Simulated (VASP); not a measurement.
A run of VASP 6.6.1 is set up as follows.

INCAR

```
SYSTEM = InGaAs2
PREC     = Accurate       ! precision mode
ENCUT    = 520            ! plane-wave cutoff, eV
EDIFF    = 1E-6           ! SCF threshold, eV
ISMEAR   = 0              ! smearing method
SIGMA    = 0.1            ! smearing width, eV
LREAL    = .False.        ! projectors in reciprocal space
LASPH    = .True.         ! aspherical terms in the spheres
NELM     = 100            ! most SCF steps
ALGO     = Normal         ! electronic algorithm
ISIF     = 2              ! what is computed and relaxed
LWAVE    = .False.        ! write WAVECAR
LCHARG   = .True.         ! write CHGCAR
GGA      = PS             ! functional
LELF     = .True.         ! ELF
LVHAR    = .True.       
NBANDS   = 26             ! bands
```

Contents of KPOINTS:

```
regular mesh
0
Gamma
  12 12 10
  0 0 0
```

File POSCAR:

```
InGaAs2
1.0
    4.1130353851      0.0000000000      0.0000000000
    0.0000000000      4.1130353851      0.0000000000
    0.0000000000      0.0000000000      6.0811177704
In Ga As
1 1 2
Direct
    0.0000000000      0.0000000000      0.5000000000
    0.5000000000      0.5000000000      0.0000000000
    0.5000000000      0.0000000000      0.7695708563
    0.0000000000      0.5000000000      0.2304291437
```

Potentials or basis: VASP PAW PBE potentials, release 64 (In_d, Ga_d, As).

Command:

```sh
$ cat potpaw_PBE.64/In_d/POTCAR potpaw_PBE.64/Ga_d/POTCAR potpaw_PBE.64/As/POTCAR > POTCAR
$ mpirun -np 1 vasp_std > vasp.out
```

(1) Predict the band gap on the k mesh.

(2) Predict the pressure.

(3) Predict the largest force.

Results:

(1) zero (filled and empty bands touch).

(2) -0.8 GPa.

(3) 0.015 eV/Å.

Caveat: the cell differs from its parent crystal (uniaxial strain along c: +3.0 %); semilocal functionals underestimate gaps, and a narrow one can read as zero; the PAW data sets were made with another functional, which shifts forces and pressure a little; spin-orbit coupling is left out, which moves the levels of the heavy elements.
